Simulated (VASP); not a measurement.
Write the native input for VASP 6.6.1 that does the following.

| Property | Result |
| --- | --- |
| Task | electric field gradients |
| Functional | PBEsol |
| Potentials or basis | VASP PAW PBE potentials, release 64 (Au_sv_GW) |
| Cutoff | 400 eV |
| k mesh | 14 × 14 × 8 |
| Occupations | fermi-dirac, width 0.03 eV |
| Spin | no spin polarisation |
| Dipole correction | no |
| Second run | valence_matched |
| Further INCAR settings | ALGO = Normal; EDIFF = 1e-08; NBANDS = 26 |

The structure of Au lies in POSCAR:

```
Au
1.0
    2.8707034943      0.0000000000      0.0000000000
   -1.4353517471      2.4861021528      0.0000000000
    0.0000000000      0.0000000000      4.8307037003
Au
2
Direct
    0.3333333333      0.6666666667      0.7500000000
    0.6666666667      0.3333333333      0.2500000000
```

This cell differs from its parent crystal: volume scaled by 0.97.

One way to write it, as run:

INCAR

```
SYSTEM = Au
PREC = Accurate
ENCUT = 400
EDIFF = 1E-8
ISMEAR = -1
SIGMA = 0.03
LREAL = .FALSE.
LASPH = .TRUE.
NELM = 120
ALGO = Normal
ISIF = 2
LWAVE = .FALSE.
LCHARG = .FALSE.
GGA = PS
LEFG = .TRUE.
NBANDS = 26
GGA_COMPAT = .FALSE.
```

KPOINTS

```
Automatic mesh
0
G
  14 14 8
  0 0 0
```

Potentials or basis: VASP PAW PBE potentials, release 64 (Au_sv_GW).

Command:

```bash
$ cat potpaw_PBE.64/Au_sv_GW/POTCAR > POTCAR
$ mpirun -np 1 vasp_std > vasp.out
```

It gave:

```
Pressure               : -6.0 GPa
Band gap on the k mesh : zero (band 19 reaches 12.31 eV, above the bottom of band 20 at 5.81 eV)
```

Caveat: without QUAD_EFG the Cq values of the log hold for a quadrupole moment of 1 mb, not for the nuclei; the PAW data sets were made with another functional, which shifts forces and pressure a little; spin-orbit coupling is left out, which moves the levels of the heavy elements.

Run time: 46 s on 1 thread of Intel(R) Xeon(R) Platinum 8559C (Emerald Rapids), on a shared host, peak memory 0.18 GiB.
